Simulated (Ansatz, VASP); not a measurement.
Two plane-wave programs on BP

File INCAR:

```
SYSTEM = BP
PREC     = Accurate       ! precision mode
ENCUT    = 500            ! plane-wave cutoff, eV
EDIFF    = 1E-6           ! SCF threshold, eV
ISMEAR   = 0              ! smearing method
SIGMA    = 0.05           ! smearing width, eV
LREAL    = .FALSE.        ! projectors in reciprocal space
LASPH    = .TRUE.         ! aspherical terms in the spheres
NELM     = 120            ! most SCF steps
ALGO     = Normal         ! electronic algorithm
ISIF     = 2              ! what is computed and relaxed
LWAVE    = .FALSE.        ! write WAVECAR
LCHARG   = .TRUE.         ! write CHGCAR
GGA      = PE             ! functional
LELF     = .TRUE.         ! ELF
LVHAR    = .TRUE.       
NBANDS   = 11             ! bands
GGA_COMPAT= .FALSE.
```

File KPOINTS:

```
Automatic mesh
0
G
  6 6 6
  0 0 0
```

POSCAR

```
BP
1.0
    0.0000000000      2.2750323376      2.2750323376
    2.2750323376      0.0000000000      2.2750323376
    2.2750323376      2.2750323376      0.0000000000
B P
1 1
Direct
    0.0000000000      0.0000000000      0.0000000000
    0.2500000000      0.2500000000      0.2500000000
```

Input for Ansatz:

```yaml
crystal:
  lattice:
    - [0.0, 2.2750323376, 2.2750323376]
    - [2.2750323376, 0.0, 2.2750323376]
    - [2.2750323376, 2.2750323376, 0.0]
  atoms:
    - { symbol: B, position: [0.0, 0.0, 0.0] }
    - { symbol: P, position: [0.25, 0.25, 0.25] }
basis:
  ecutwfc: 420
kpoints:
  mp_grid: { grid: [6, 6, 6] }
hamiltonian:
  xc: pbe
scf:
  occupations: { method: gaussian, width: 0.05 }
output:
  forces: true
  stress: true
  eigenvalues: true
```

Alike in both runs: task single point; functional PBE; k mesh 6 × 6 × 6; occupations gaussian, width 0.05 eV; no spin polarisation.

|  | VASP | Ansatz |
| --- | --- | --- |
| version | VASP 6.6.1 | Ansatz 0.2.0 |
| potentials or method | VASP PAW PBE potentials, release 64 (B, P), cutoff 500 eV | scalar-relativistic, plane waves, PAW |
| valence electrons in the cell | 8 | 8 |

VASP gave:

* gap on the k mesh at the Fermi level (eV): 1.34
* least direct gap on the mesh (eV): 3.39
* pressure (GPa): -0.3

Estimate Ansatz's values.

gap on the k mesh at the Fermi level (eV): 1.35; least direct gap on the mesh (eV): 3.39; pressure (GPa): 0.0.

With one functional, cell and mesh, what is left measures potentials, basis and numerics.
